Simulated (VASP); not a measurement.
A run of VASP 6.6.1:

INCAR

```
SYSTEM = SiC5
PREC = Accurate ; ENCUT = 600
EDIFF = 1E-6 ; ISMEAR = 0
SIGMA = 0.1 ; LREAL = .FALSE.
LASPH = .TRUE. ; NELM = 80
ALGO = Normal ; ISIF = 3
LWAVE = .FALSE. ; LCHARG = .FALSE.
GGA = PE ; IBRION = 2
NSW = 100 ; EDIFFG = -0.01
```

KPOINTS

```
regular mesh
0
G
  12 12 6
  0 0 0
```

The input POSCAR:

```
SiC5
1.0
    3.3337651140      0.0000000000      0.0000000000
   -1.6668825570      2.8871252790      0.0000000000
    0.0000000000      0.0000000000      8.4053165645
Si C
1 5
Direct
    0.0000000000      0.0000000000      0.0000000000
    0.3333333333      0.6666666667      0.0000000000
    0.6666666667      0.3333333333      0.0000000000
    0.5000000000      0.0000000000      0.5000000000
    0.5000000000      0.5000000000      0.5000000000
    0.0000000000      0.5000000000      0.5000000000
```

Potentials or basis: VASP PAW PBE potentials, release 64 (Si, C).

Run with:

```console
$ cat potpaw_PBE.64/Si/POTCAR potpaw_PBE.64/C/POTCAR > POTCAR
$ mpirun -np 1 vasp_std > vasp.out
```

Hardware: 1 thread of Intel(R) Xeon(R) 6975P-C (Granite Rapids) (shared host).

**Question.** Estimate the wall time of this run.

**Answer.** It took 5.5 min on 1 thread of Intel(R) Xeon(R) 6975P-C (Granite Rapids) (shared host), peak memory 0.29 GiB. Counts: scf iterations 94, k points 76, ion steps 12.
